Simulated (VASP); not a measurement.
Here is a VASP 6.6.1 calculation.

Contents of INCAR:

```
SYSTEM = Cu
PREC = Accurate
ENCUT = 520
EDIFF = 1E-6
ISMEAR = -1
SIGMA = 0.05
LREAL = .False.
LASPH = .True.
NELM = 100
ALGO = Normal
ISIF = 2
LWAVE = .False.
LCHARG = .True.
GGA = PE
LELF = .True.
LVHAR = .True.
NBANDS = 12
```

File KPOINTS:

```
Automatic mesh
0
Gamma
  17 17 16
  0 0 0
```

POSCAR

```
Cu
1.0
    2.2808045951      0.0000000000      0.0000000000
   -1.1404022976      1.9752347205      0.0000000000
    0.0000000000      0.0000000000      2.1949017365
Cu
1
Direct
    0.0000000000      0.0000000000      0.0000000000
```

Potentials or basis: VASP PAW PBE potentials, release 64 (Cu).

Run with:

```bash
$ cat potpaw_PBE.64/Cu/POTCAR > POTCAR
$ mpirun -np 1 vasp_std > vasp.out
```

(1) Estimate the pressure.

## Answers

(1) 64.5 GPa.
